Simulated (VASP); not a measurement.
# BaTiO3 (Pm-3m) in VASP: further runs

The runs below take BaTiO3 through single point, with PBE.

All numbers are computed with VASP 6.6.1; they aren't measurements. Logs are shortened: lines on timing, memory, paths and dates and some standing lists are left out, and cuts for length are marked.

## (1) The cell of the first run

Symmetry: Pm-3m, No. 221, cubic system. Conventional cell: a = 4.039 Å, b = 4.039 Å, c = 4.039 Å, α = 90.00°, β = 90.00°, γ = 90.00°. Ba (site symmetry m-3m) has 12 O at 2.86 Å and 8 Ti at 3.50 Å within 3.8 Å. Within 2.7 Å of Ti (site symmetry m-3m) lie 6 O at 2.02 Å. O (site symmetry 4/mmm) has 2 Ti at 2.02 Å within 2.7 Å.

## (2) Single point, PBE

File INCAR:

```
PREC = Accurate
ENCUT = 520
EDIFF = 1E-6
ISMEAR = 0
SIGMA = 0.01
LREAL = False
LASPH = True
NELM = 60
ALGO = Normal
ISIF = 2
LWAVE = False
LCHARG = False
GGA = PE
NBANDS = 28
```

File KPOINTS:

```
Automatic mesh
0
Gamma
  6 6 6
```

File POSCAR:

```
BaTiO3
1.0
    4.0391089395      0.0000000000      0.0000000000
    0.0000000000      4.0391089395      0.0000000000
    0.0000000000      0.0000000000      4.0391089395
Ba Ti O
1 1 3
Direct
    0.5000000000      0.5000000000      0.5000000000
    0.0000000000      0.0000000000      0.0000000000
    0.5000000000      0.0000000000      0.0000000000
    0.0000000000      0.5000000000      0.0000000000
    0.0000000000      0.0000000000      0.5000000000
```

Potentials or basis: VASP PAW PBE potentials, release 64 (Ba_sv, Ti_sv, O).

Started as:

```console
$ cat potpaw_PBE.64/Ba_sv/POTCAR potpaw_PBE.64/Ti_sv/POTCAR potpaw_PBE.64/O/POTCAR > POTCAR
$ mpirun -np 1 vasp_std > vasp.out
```

OUTCAR:

```text
PREC = Accurate
   ENCUT = 520
   EDIFF = 1E-6
   ISMEAR = 0
   LREAL = False
   LASPH = True
   NELM = 60
   ISIF = 2
   GGA = PE

 ion  position               nearest neighbor table
   1  0.500  0.500  0.500-   3 2.86   4 2.86   5 2.86   3 2.86   4 2.86   3 2.86   5 2.86   3 2.86
                             4 2.86   5 2.86   4 2.86   5 2.86   2 3.50   2 3.50   2 3.50   2 3.50
   2  0.000  0.000  0.000-   3 2.02   4 2.02   5 2.02   5 2.02   4 2.02   3 2.02   1 3.50   1 3.50
                             1 3.50   1 3.50   1 3.50   1 3.50   1 3.50   1 3.50
   3  0.500  0.000  0.000-   2 2.02   2 2.02   1 2.86   1 2.86   1 2.86   1 2.86
   4  0.000  0.500  0.000-   2 2.02   2 2.02   1 2.86   1 2.86   1 2.86   1 2.86
   5  0.000  0.000  0.500-   2 2.02   2 2.02   1 2.86   1 2.86   1 2.86   1 2.86

  LATTYP: Found a simple cubic cell.
 ALAT       =     4.0391089395

  Lattice vectors:

 A1 = (   4.0391089395,   0.0000000000,   0.0000000000)
 A2 = (   0.0000000000,   4.0391089395,   0.0000000000)
 A3 = (   0.0000000000,   0.0000000000,   4.0391089395)

Analysis of symmetry for initial positions (statically):
=====================================================================
 Subroutine PRICEL returns:
 Original cell was already a primitive cell.

 Routine SETGRP: Setting up the symmetry group for a
 simple cubic supercell.

 Subroutine GETGRP returns: Found 48 space group operations
 (whereof 48 operations were pure point group operations)
 out of a pool of 48 trial point group operations.

The static configuration has the point symmetry O_h .

Analysis of symmetry for dynamics (positions and initial velocities):
=====================================================================
 Subroutine PRICEL returns:
 Original cell was already a primitive cell.

 Routine SETGRP: Setting up the symmetry group for a
 simple cubic supercell.

 Subroutine GETGRP returns: Found 48 space group operations
 (whereof 48 operations were pure point group operations)
 out of a pool of 48 trial point group operations.

The dynamic configuration has the point symmetry O_h .

 Subroutine INISYM returns: Found 48 space group operations
 (whereof 48 operations are pure point group operations),
 and found     1 'primitive' translations

----------------------------------------------------------------------------------------

                                     Primitive cell

  volume of cell :      65.8956

  direct lattice vectors                    reciprocal lattice vectors
     4.039108940  0.000000000  0.000000000     0.247579358  0.000000000  0.000000000
     0.000000000  4.039108940  0.000000000     0.000000000  0.247579358  0.000000000
     0.000000000  0.000000000  4.039108940     0.000000000  0.000000000  0.247579358

  length of vectors
     4.039108940  4.039108940  4.039108940     0.247579358  0.247579358  0.247579358

  position of ions in fractional coordinates (direct lattice)
     0.500000000  0.500000000  0.500000000
     0.000000000  0.000000000  0.000000000
     0.500000000  0.000000000  0.000000000
     0.000000000  0.500000000  0.000000000
     0.000000000  0.000000000  0.500000000

  ion indices of the primitive-cell ions
   primitive index   ion index
                 1           1
                 2           2
                 3           3
                 4           4
                 5           5

----------------------------------------------------------------------------------------

 KPOINTS: Automatic mesh

Automatic generation of k-mesh.
 Grid dimensions read from file:
 generate k-points for:    6    6    6

 Generating k-lattice:

  Cartesian coordinates                     Fractional coordinates (reciprocal lattice)
     0.041263226  0.000000000  0.000000000     0.166666667  0.000000000  0.000000000
     0.000000000  0.041263226  0.000000000     0.000000000  0.166666667  0.000000000
     0.000000000  0.000000000  0.041263226     0.000000000  0.000000000  0.166666667

  Length of vectors
     0.041263226  0.041263226  0.041263226

  Shift w.r.t. Gamma in fractional coordinates (k-lattice)
     0.000000000  0.000000000  0.000000000

 Subroutine IBZKPT returns following result:
 ===========================================

 Found     20 irreducible k-points:

 Following reciprocal coordinates:
            Coordinates               Weight
  0.000000  0.000000  0.000000      1.000000
  0.166667  0.000000  0.000000      6.000000
  0.333333  0.000000  0.000000      6.000000
  0.500000  0.000000  0.000000      3.000000
  0.166667  0.166667  0.000000     12.000000
  0.333333  0.166667  0.000000     24.000000
[... 12 lines left out ...]
  0.500000  0.500000  0.333333      6.000000
  0.500000  0.500000  0.500000      1.000000
   k-points           NKPTS =     20   k-points in BZ     NKDIM =     20   number of bands    NBANDS=     28
   number of dos      NEDOS =    301   number of ions     NIONS =      5
   total plane-waves  NPLWV =  27000
   dimension x,y,z NGX =    30 NGY =   30 NGZ =   30
   dimension x,y,z NGXF=    60 NGYF=   60 NGZF=   60
   ions per type =               1   1   3
   NGX,Y,Z   is equivalent  to a cutoff of  12.35, 12.35, 12.35 a.u.
   NGXF,Y,Z  is equivalent  to a cutoff of  24.70, 24.70, 24.70 a.u.
 SYSTEM =  unknown system
   PREC   = accura    normal or accurate (medium, high low for compatibility)
   ISTART =      0    job   : 0-new  1-cont  2-samecut
   ICHARG =      2    charge: 1-file 2-atom 10-const
   ISPIN  =      1    spin polarized calculation?
   LNONCOLLINEAR =      F non collinear calculations
   LSORBIT =      F    spin-orbit coupling
   LASPH  =      T    aspherical Exc in radial PAW
   ENCUT  =  520.0 eV  38.22 Ry    6.18 a.u.   7.51  7.51  7.51*2*pi/ulx,y,z
   NELM   =     60;   NELMIN=  2; NELMDL= -5     # of ELM steps
   EDIFF  = 0.1E-05   stopping-criterion for ELM
   LREAL  =      F    real-space projection
[... 7 lines left out ...]
   TEBEG  =    0.0;   TEEND  =   0.0 temperature during run
   PSTRESS=    0.0 pullay stress
   NELECT =      40.0000    total number of electrons
   NUPDOWN=      -1.0000    fix difference up-down
   EMIN   =  10.00;   EMAX   =-10.00  energy-range for DOS
   EFERMI =   0.00;   METHOD = LEGACY
   ISMEAR =     0;   SIGMA  =   0.01  broadening in eV -4-tet -1-fermi 0-gaus
   EFERMI_NEDOS =   21; number of points for ismear=-14 and -15
   IALGO  =     38    algorithm
   IMIX   =      4    mixing-type and parameters
     AMIX     =   0.40;   BMIX     =  1.00
     AMIX_MAG =   1.60;   BMIX_MAG =  1.00
  volume/ion in A,a.u.               =      13.18        88.94
  Fermi-wavevector in a.u.,A,eV,Ry     =   1.386147  2.619438 26.142278  1.921403
  Thomas-Fermi vector in A             =   2.510490
   LORBIT       =      0    0 simple, 1 ext, 2 COOP (PROOUT), +10 PAW based schemes
   GGA     = PE    functional components
   LHFCALC =     F    Hartree Fock is set to
   AEXX    =    0.0000 exact exchange contribution
   IVDW    =     0    specifies the selected vdW correction
   LEPSILON=     F    determine dielectric tensor
   LRPA    =     F    only Hartree local field effects (RPA)
 non-spin polarized calculation
 Gauss-broadening in eV      SIGMA  =   0.01
  energy-cutoff  :      520.00
  volume of cell :       65.90
 maximum number of plane-waves:      1800
   NGX = 15   NGY = 15   NGZ = 15

 number of electron      39.9999977 magnetization

 Free energy of the ion-electron system (eV)
  ---------------------------------------------------
  ext. energy  EPLUGINS =         0.00000000
  ---------------------------------------------------
  free energy    TOTEN  =       -39.98510340 eV

  energy without entropy =      -39.98510340  energy(sigma->0) =      -39.98510340

 E-fermi :   3.7657     XC(G=0): -11.1167

 val. band max:        3.6253123286   @ k =   0.5000   0.5000   0.5000
 cond. band min:       5.3150986365   @ k =   0.0000   0.0000   0.0000
 fundamental gap:      1.6897863080
 Fermi energy:         3.7657250454

 k-point     1 :       0.0000    0.0000    0.0000
  band No.  band energies     occupation
      1     -53.1267      2.00000
      2     -29.3235      2.00000
      3     -29.3235      2.00000
      4     -29.3235      2.00000
      5     -21.2541      2.00000
      6     -13.2043      2.00000
[... 20 lines left out ...]
     27       8.6458      0.00000
     28      10.7127      0.00000

 k-point     2 :       0.1667    0.0000    0.0000
  band No.  band energies     occupation
      1     -53.1265      2.00000
      2     -29.3349      2.00000
      3     -29.3231      2.00000
      4     -29.3231      2.00000
      5     -21.2289      2.00000
      6     -13.2161      2.00000
[... 20 lines left out ...]
     27       9.1612      0.00000
     28      11.3596      0.00000

 k-point     3 :       0.3333    0.0000    0.0000
  band No.  band energies     occupation
      1     -53.1261      2.00000
      2     -29.3576      2.00000
      3     -29.3222      2.00000
      4     -29.3222      2.00000
      5     -21.1775      2.00000
      6     -13.3147      2.00000
[... 20 lines left out ...]
     27      10.3508      0.00000
     28      11.7885      0.00000

 k-point     4 :       0.5000    0.0000    0.0000
  band No.  band energies     occupation
      1     -53.1259      2.00000
      2     -29.3688      2.00000
      3     -29.3218      2.00000
      4     -29.3218      2.00000
      5     -21.1513      2.00000
      6     -13.3853      2.00000
[... 454 lines left out ...]
     27      11.1679      0.00000
     28      11.1847      0.00000

 k-point    19 :       0.5000    0.5000    0.3333
  band No.  band energies     occupation
      1     -53.1244      2.00000
      2     -29.3645      2.00000
      3     -29.3645      2.00000
      4     -29.3531      2.00000
      5     -21.0396      2.00000
      6     -12.4575      2.00000
[... 20 lines left out ...]
     27      10.8580      0.00000
     28      11.0031      0.00000

 k-point    20 :       0.5000    0.5000    0.5000
  band No.  band energies     occupation
      1     -53.1242      2.00000
      2     -29.3640      2.00000
      3     -29.3640      2.00000
      4     -29.3640      2.00000
      5     -21.0248      2.00000
      6     -12.3229      2.00000
[... 20 lines left out ...]
     27      11.0034      0.00000
     28      11.0034      0.00000

------------------------ aborting loop because EDIFF is reached ----------------------------------------

  FORCE on cell =-STRESS in cart. coord.  units (eV):
  Direction    XX          YY          ZZ          XY          YZ          ZX
  --------------------------------------------------------------------------------------
  -------------------------------------------------------------------------------------
  Total       -0.2842812     -0.2842812     -0.2842812      0.0000000      0.0000000      0.0000000
  in kB       -6.9119739     -6.9119739     -6.9119739      0.0000000      0.0000000      0.0000000
  external PRESSURE =      -6.9119739 kB  Pullay stress =       0.0000000 kB

 VOLUME and BASIS-vectors are now :
 -----------------------------------------------------------------------------
  energy-cutoff  :      520.00
  volume of cell :       65.90
      direct lattice vectors                 reciprocal lattice vectors
     4.039108940  0.000000000  0.000000000     0.247579358  0.000000000  0.000000000
     0.000000000  4.039108940  0.000000000     0.000000000  0.247579358  0.000000000
     0.000000000  0.000000000  4.039108940     0.000000000  0.000000000  0.247579358

 POSITION                                       TOTAL-FORCE (eV/Angst)
 -----------------------------------------------------------------------------------
      2.01955      2.01955      2.01955         0.000000      0.000000      0.000000
      0.00000      0.00000      0.00000         0.000000      0.000000      0.000000
      2.01955      0.00000      0.00000         0.000000      0.000000      0.000000
      0.00000      2.01955      0.00000         0.000000      0.000000      0.000000
      0.00000      0.00000      2.01955         0.000000      0.000000      0.000000
 -----------------------------------------------------------------------------------
    total drift:                               -0.000000     -0.000000      0.000000

  FREE ENERGIE OF THE ION-ELECTRON SYSTEM (eV)
  ---------------------------------------------------
  free  energy   TOTEN  =       -39.9851033995 eV

  energy  without entropy=      -39.9851033995  energy(sigma->0) =      -39.98510340
```

Run time: 33 s. Hardware: 1 thread of AMD EPYC 7R13 (Zen 3), shared host; peak memory 0.16 GiB.

What came out:

```
Free energy            : -39.9851 eV
Pressure               : -0.7 GPa
Band gap on the k mesh : 1.69 eV, indirect (least direct gap 1.86 eV)
```

Levels at points of the mesh, in eV from the valence-band top:
| k point | band 18 | band 19 | band 20 | band 21 | band 22 | band 23 |
| --- | --- | --- | --- | --- | --- | --- |
| (0.00, 0.00, 0.00) | -0.17 | -0.17 | -0.17 | 1.69 | 1.69 | 1.69 |
| (0.50, 0.00, 0.00) | -1.79 | -0.71 | -0.71 | 1.84 | 3.35 | 3.35 |
| (0.50, 0.50, 0.00) | -0.88 | -0.88 | -0.09 | 3.35 | 3.35 | 3.76 |
| (0.50, 0.50, 0.50) | 0.00 | 0.00 | 0.00 | 3.99 | 3.99 | 3.99 |

Caveat: spin-orbit coupling is left out, which moves the levels of the heavy elements.

## (3) Single point, PBE

This run uses another cell than the first one, of 13.50 Å³/atom, 1.024 times its volume.

File INCAR:

```
SYSTEM = BaTiO3
ALGO = Normal ; EDIFF = 1E-7
ENCUT = 520 ; GGA = PE
ISIF = 2 ; ISMEAR = 0
LASPH = .True. ; LCHARG = .False.
LREAL = .False. ; LWAVE = .False.
NBANDS = 28 ; NELM = 100
PREC = Accurate ; SIGMA = 0.01
```

File KPOINTS:

```
k-points
0
Gamma
  6 6 6
  0 0 0
```

Edit POSCAR of step 2 so:

```diff
@@ -2,5 +2,5 @@
 1.0
-    4.0391089395      0.0000000000      0.0000000000
-    0.0000000000      4.0391089395      0.0000000000
-    0.0000000000      0.0000000000      4.0391089395
+    4.0716838054      0.0000000000      0.0000000000
+    0.0000000000      4.0716838054      0.0000000000
+    0.0000000000      0.0000000000      4.0716838054
 Ba Ti O
```

Potentials or basis: VASP PAW PBE potentials, release 64 (Ba_sv, Ti_sv, O).

Started as:

```console
$ cat potpaw_PBE.64/Ba_sv/POTCAR potpaw_PBE.64/Ti_sv/POTCAR potpaw_PBE.64/O/POTCAR > POTCAR
$ mpirun -np 1 vasp_std > vasp.out
```

OUTCAR:

```text
SYSTEM = BaTiO3
   EDIFF = 1E-7
   ENCUT = 520
   GGA = PE
   ISIF = 2
   ISMEAR = 0
   LASPH = .True.
   LREAL = .False.
   NELM = 100
   PREC = Accurate

 ion  position               nearest neighbor table
   1  0.500  0.500  0.500-   3 2.88   4 2.88   5 2.88   3 2.88   4 2.88   3 2.88   5 2.88   3 2.88
                             4 2.88   5 2.88   4 2.88   5 2.88   2 3.53   2 3.53   2 3.53   2 3.53
   2  0.000  0.000  0.000-   3 2.04   4 2.04   5 2.04   5 2.04   4 2.04   3 2.04   1 3.53   1 3.53
                             1 3.53   1 3.53   1 3.53   1 3.53   1 3.53   1 3.53
   3  0.500  0.000  0.000-   2 2.04   2 2.04   1 2.88   1 2.88   1 2.88   1 2.88
   4  0.000  0.500  0.000-   2 2.04   2 2.04   1 2.88   1 2.88   1 2.88   1 2.88
   5  0.000  0.000  0.500-   2 2.04   2 2.04   1 2.88   1 2.88   1 2.88   1 2.88

  LATTYP: Found a simple cubic cell.
 ALAT       =     4.0716838054

  Lattice vectors:

 A1 = (   4.0716838054,   0.0000000000,   0.0000000000)
 A2 = (   0.0000000000,   4.0716838054,   0.0000000000)
 A3 = (   0.0000000000,   0.0000000000,   4.0716838054)

Analysis of symmetry for initial positions (statically):
=====================================================================
[... 176 lines left out ...]
 cond. band min:       5.0860485846   @ k =   0.0000   0.0000   0.0000
 fundamental gap:      1.6397738722
 Fermi energy:         3.6614323162

 k-point     1 :       0.0000    0.0000    0.0000
  band No.  band energies     occupation
      1     -53.4054      2.00000
      2     -29.5905      2.00000
      3     -29.5905      2.00000
      4     -29.5905      2.00000
      5     -21.4964      2.00000
      6     -13.3248      2.00000
[... 609 lines left out ...]
     27      10.5734      0.00000
     28      10.5734      0.00000

------------------------ aborting loop because EDIFF is reached ----------------------------------------

  FORCE on cell =-STRESS in cart. coord.  units (eV):
  Direction    XX          YY          ZZ          XY          YZ          ZX
  --------------------------------------------------------------------------------------
  -------------------------------------------------------------------------------------
  Total       -1.8230676     -1.8230676     -1.8230676     -0.0000000      0.0000000      0.0000000
  in kB      -43.2704313    -43.2704313    -43.2704313     -0.0000000      0.0000000      0.0000000
  external PRESSURE =     -43.2704313 kB  Pullay stress =       0.0000000 kB

 VOLUME and BASIS-vectors are now :
 -----------------------------------------------------------------------------
  energy-cutoff  :      520.00
  volume of cell :       67.50
      direct lattice vectors                 reciprocal lattice vectors
     4.071683805  0.000000000  0.000000000     0.245598639  0.000000000  0.000000000
     0.000000000  4.071683805  0.000000000     0.000000000  0.245598639  0.000000000
     0.000000000  0.000000000  4.071683805     0.000000000  0.000000000  0.245598639

 POSITION                                       TOTAL-FORCE (eV/Angst)
 -----------------------------------------------------------------------------------
      2.03584      2.03584      2.03584         0.000000      0.000000      0.000000
      0.00000      0.00000      0.00000         0.000000      0.000000      0.000000
      2.03584      0.00000      0.00000         0.000000      0.000000      0.000000
      0.00000      2.03584      0.00000         0.000000      0.000000      0.000000
      0.00000      0.00000      2.03584         0.000000      0.000000      0.000000
 -----------------------------------------------------------------------------------
    total drift:                               -0.000000     -0.000000      0.000000

  FREE ENERGIE OF THE ION-ELECTRON SYSTEM (eV)
  ---------------------------------------------------
  free  energy   TOTEN  =       -39.9611064993 eV

  energy  without entropy=      -39.9611064993  energy(sigma->0) =      -39.96110650
```

Run time: 38 s. Hardware: 1 thread of AMD EPYC 7R13 (Zen 3), shared host; peak memory 0.16 GiB.

Results:

- Free energy: -39.9611 eV
- Pressure: -4.3 GPa
- Band gap on the k mesh: 1.64 eV, indirect (least direct gap 1.83 eV)

Caveat: spin-orbit coupling is left out, which moves the levels of the heavy elements. A k mesh can miss the band edges.

(Part 1 of 2 ends here.)
